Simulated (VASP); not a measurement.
A run of VASP 6.6.1 is set up as follows.

INCAR

```
  PREC = Accurate
  ENCUT = 600
  EDIFF = 1E-7
  ISMEAR = -1
  SIGMA = 0.05
  LREAL = F
  LASPH = T
  NELM = 80
  ALGO = Normal
  ISIF = 3
  LWAVE = F
  LCHARG = F
  GGA = PE
  IBRION = 2
  NSW = 60
  EDIFFG = -0.01
  PSTRESS = 20.0
```

The input KPOINTS:

```
Automatic mesh
0
Gamma
  6 6 6
```

The input POSCAR:

```
Ga3Se
1.0
    4.4324650000      0.0000000000      0.0000000000
    0.0000000000      4.4324650000      0.0000000000
    0.0000000000      0.0000000000      4.4324650000
Se Ga
1 3
Direct
    0.0000000000      0.0000000000      0.0000000000
    0.5000000000      0.5000000000      0.0000000000
    0.5000000000      0.0000000000      0.5000000000
    0.0000000000      0.5000000000      0.5000000000
```

Potentials or basis: VASP PAW PBE potentials, release 64 (Se, Ga_d).

Launch:

```console
$ cat potpaw_PBE.64/Se/POTCAR potpaw_PBE.64/Ga_d/POTCAR > POTCAR
$ mpirun -np 1 vasp_std > vasp.out
```

Q: Estimate the band gap on the k mesh.

A: Zero (an odd number of electrons rules out a gap without spin polarisation).

Q: Predict the space group after relaxing (to 0.1 Å).

A: Pm-3m (No. 221).

Final structure:
```
Se Ga
1.0
     4.34576    0.00000    0.00000
     0.00000    4.34576    0.00000
     0.00000    0.00000    4.34576
Se Ga
1 3
Cartesian
  0.0000 0.0000 0.0000
  2.1729 2.1729 0.0000
  2.1729 0.0000 2.1729
  0.0000 2.1729 2.1729
```
